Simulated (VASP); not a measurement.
Set up this calculation in VASP 6.6.1, as the native input.

```
Task                   : single point
Functional             : r2SCAN
Dispersion             : D3(BJ)
Potentials or basis    : VASP PAW PBE potentials, release 64 (C, Cl, H)
Cutoff                 : 520 eV
k mesh                 : 1 × 1 × 1
Occupations            : fermi-dirac, width 0.02 eV
Spin                   : no spin polarisation
Dipole correction      : no
Further INCAR settings : LREAL = Auto; ALGO = Normal; EDIFF = 1e-06; NBANDS = 63
```

H3CCl:

```xyz
30
Lattice="8.2031 0.0000 0.0000 0.0000 8.2031 0.0000 0.0000 0.0000 8.2031" Properties=species:S:1:pos:R:3 pbc="T T T"
C     4.4877    2.0211    7.7430
C     8.1110    4.5939    2.1768
C     3.6186    6.0628    5.1902
C     5.4783    7.8131    2.2466
C     0.4017    1.3839    2.1476
C     0.3317    6.6269    7.4701
Cl    3.7609    2.9275    6.4028
Cl    8.1278    4.5401    3.9570
Cl    4.6841    6.3379    6.5985
Cl    5.7184    8.9810    3.5878
Cl    0.8812   -0.2201    2.7861
Cl    1.6888    7.7681    7.6280
H     5.0928    1.2276    7.3158
H     5.0928    2.7018    8.3400
H     3.6806    1.6052    8.3382
H     8.1260    5.6338    1.8737
H     8.9957    4.0912    1.8046
H     7.2147    4.0886    1.8229
H     3.8769    6.7988    4.4365
H     3.7943    5.0566    4.8219
H     2.5795    6.1804    5.4937
H     4.4106    7.6128    2.2026
H     5.8161    8.2458    1.3032
H     6.0447    6.9104    2.4677
H     0.0047    1.9425    2.9860
H     1.2721    1.8755    1.7195
H    -0.3672    1.2575    1.3881
H    -0.0988    6.7648    6.4844
H     0.7177    5.6160    7.5847
H    -0.4064    6.8389    8.2414
```

These files were run (other wordings do the same):

POSCAR

```
H3CCl
1.0
    8.2031320000      0.0000000000      0.0000000000
    0.0000000000      8.2031320000      0.0000000000
    0.0000000000      0.0000000000      8.2031320000
C Cl H
6 6 18
Direct
    0.5470664668      0.2463801459      0.9439092483
    0.9887628123      0.5600187733      0.2653617626
    0.4411300095      0.7390816971      0.6327153041
    0.6678260563      0.9524591343      0.2738747521
    0.0489708312      0.1687045678      0.2617964244
    0.0404377732      0.8078442085      0.9106413748
    0.4584721491      0.3568800518      0.7805346083
    0.9908142009      0.5534541797      0.4823725876
    0.5710121588      0.7726236061      0.8043823625
    0.6970945231      1.0948253639      0.4373696347
    0.1074202855     -0.0268281331      0.3396348688
    0.2058705963      0.9469698429      0.9298845352
    0.6208345373      0.1496561415      0.8918346774
    0.6208321208      0.3293619298      1.0166821848
    0.4486855836      0.1956809488      1.0164621416
    0.9905951780      0.6867847856      0.2284149669
    1.0966128302      0.4987420115      0.2199902827
    0.8795054552      0.4984222790      0.2222175733
    0.4726136370      0.8288069564      0.5408275087
    0.4625372425      0.6164199982      0.5878172228
    0.3144475587      0.7534247643      0.6697115885
    0.5376734196      0.9280311909      0.2685101377
    0.7090148190      1.0051976855      0.1588644537
    0.7368820787      0.8424060092      0.3008205636
    0.0005765389      0.2368019191      0.3640110167
    0.1550751923      0.2286327884      0.2096133343
   -0.0447673833      0.1532986909      0.1692144978
   -0.0120502692      0.8246650698      0.7904768059
    0.0874889049      0.6846168030      0.9246076493
   -0.0495446071      0.8336912899      1.0046661309
```

INCAR.step1

```
ALGO = Normal
EDIFF = 1E-4
ENCUT = 520
GGA = PE
ISMEAR = -1
LASPH = T
LCHARG = F
LREAL = Auto
LWAVE = T
NBANDS = 63
NELM = 80
PREC = Accurate
SIGMA = 0.02
```

INCAR.step2

```
ALGO = Normal
EDIFF = 1E-6
ENCUT = 520
ISIF = 2
ISMEAR = -1
ISTART = 1
IVDW = 12
LASPH = T
LCHARG = F
LMIXTAU = T
LREAL = Auto
LWAVE = F
METAGGA = R2SCAN
NBANDS = 63
NELM = 80
PREC = Accurate
SIGMA = 0.02
VDW_A1 = 0.49484001
VDW_A2 = 5.73083694
VDW_S6 = 1.0
VDW_S8 = 0.78981345
```

KPOINTS

```
k-points
0
Gamma
  1 1 1
```

Potentials or basis: VASP PAW PBE potentials, release 64 (C, Cl, H).

Launch:

```bash
$ cat potpaw_PBE.64/C/POTCAR potpaw_PBE.64/Cl/POTCAR potpaw_PBE.64/H/POTCAR > POTCAR
$ cp INCAR.step1 INCAR
$ mpirun -np 1 vasp_gam > vasp.out
$ cp INCAR.step2 INCAR
$ mpirun -np 1 vasp_gam > vasp.out
```

Results of the run:

```yaml
Pressure: -0.1 GPa
Largest_force: 0.312 eV/Å
Dispersion_energy_per_atom: -0.022 eV
```

Caveat: the k points lie up to 0.77 Å⁻¹ apart; the PAW data sets were made with another functional, which shifts forces and pressure a little.

Run time: 2.9 min on 1 thread of Intel(R) Xeon(R) Platinum 8488C (Sapphire Rapids), on a shared host, peak memory 0.61 GiB.
